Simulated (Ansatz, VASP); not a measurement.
TiO2: VASP beside Ansatz

```
Ti O
1.0
     2.66947   -2.66951   -0.02012
     2.66947    2.66951   -0.02012
    -2.63361    0.00000    4.78499
Ti O
2 4
Direct
  0.12500 0.87500 0.25000
  0.87500 0.12500 0.75000
  0.33306 0.08304 0.66612
  0.66694 0.91696 0.33388
  0.91696 0.66694 0.83388
  0.08304 0.33306 0.16612
```

Alike in both runs: functional r2SCAN; dispersion rVV10; k mesh 8 × 8 × 6; occupations gaussian, width 0.02 eV; no spin polarisation.

Ansatz relaxed the structure, and its values are those at the end. VASP's run is a single point on that final structure, the one shown.

```csv
,VASP,Ansatz
version,VASP 6.6.1,Ansatz 0.2.0
potentials or method,"VASP PAW PBE potentials, release 64 (Ti_sv, O), cutoff 520 eV","scalar-relativistic, plane waves, PAW"
valence electrons in the cell,48,48
```

|  | VASP | Ansatz | Ansatz less VASP |
| --- | --- | --- | --- |
| gap on the k mesh at the Fermi level (eV) | 2.58 | 2.56 | -0.021 |
| least direct gap on the mesh (eV) | 2.91 | 2.88 | -0.029 |
| pressure (GPa) | 1.3 | 0.0 | -1.28 |
| rms of the force components (eV/Å) | 0.013 | 0.001 | -0.0122 |

VASP's potentials were made for PBE, not for r2SCAN.
